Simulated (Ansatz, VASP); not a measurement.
## Two plane-wave programs on CdSe

The input INCAR:

```
PREC = Accurate ; ENCUT = 520
EDIFF = 1E-7 ; ISMEAR = -1
SIGMA = 0.02 ; LREAL = F
LASPH = T ; NELM = 60
ALGO = Normal ; ISIF = 2
LWAVE = F ; LCHARG = F
GGA = PE ; NBANDS = 16
```

KPOINTS

```
regular mesh
0
Gamma
  8 8 8
```

File POSCAR:

```
CdSe
1.0
    0.0000000000      2.8429457880      2.8429457880
    2.8429457880      0.0000000000      2.8429457880
    2.8429457880      2.8429457880      0.0000000000
Cd Se
1 1
Direct
    0.0000000000      0.0000000000      0.0000000000
    0.5000000000      0.5000000000      0.5000000000
```

Input for Ansatz:

```yaml
crystal:
  lattice:
    - [0.0, 2.842945788, 2.842945788]
    - [2.842945788, 0.0, 2.842945788]
    - [2.842945788, 2.842945788, 0.0]
  atoms:
    - { symbol: Cd, position: [0.0, 0.0, 0.0] }
    - { symbol: Se, position: [0.5, 0.5, 0.5] }
kpoints:
  mp_grid: { grid: [8, 8, 8] }
  band_path:
    path:
      - [[0.0, 0.0, 0.0], [0.5, 1.022174524161e-35, 0.5], [0.625, 0.25, 0.625]]
      - [[0.375, 0.375, 0.75], [0.0, 0.0, 0.0], [0.5, 0.5, 0.5], [0.5, 0.25, 0.75], [0.5, 1.022174524161e-35, 0.5]]
    npoints: 10
hamiltonian:
  xc: pbe
scf:
  occupations: { method: fermi_dirac, width: 0.02 }
  n_extra_bands: 4
output:
  forces: true
  stress: true
  eigenvalues: true
```

Alike in both runs: task single point; functional PBE; k mesh 8 × 8 × 8; occupations fermi-dirac, width 0.02 eV; no spin polarisation.

|  | VASP | Ansatz |
| --- | --- | --- |
| version | VASP 6.6.1 | Ansatz 0.2.0 |
| potentials or method | VASP PAW PBE potentials, release 64 (Cd, Se) | plane waves, PAW |
| plane-wave cutoff (eV) | 520 | 420 |
| valence electrons in the cell | 18 | 36 |

|  | VASP | Ansatz | Ansatz less VASP |
| --- | --- | --- | --- |
| pressure (GPa) | 2.1 | 1.7 | -0.38 |

With one functional, cell and mesh, what is left measures potentials, basis and numerics. VASP's potentials hold 18 valence electrons a cell and Ansatz's 36, so a difference there can come from the potentials and not from the codes.
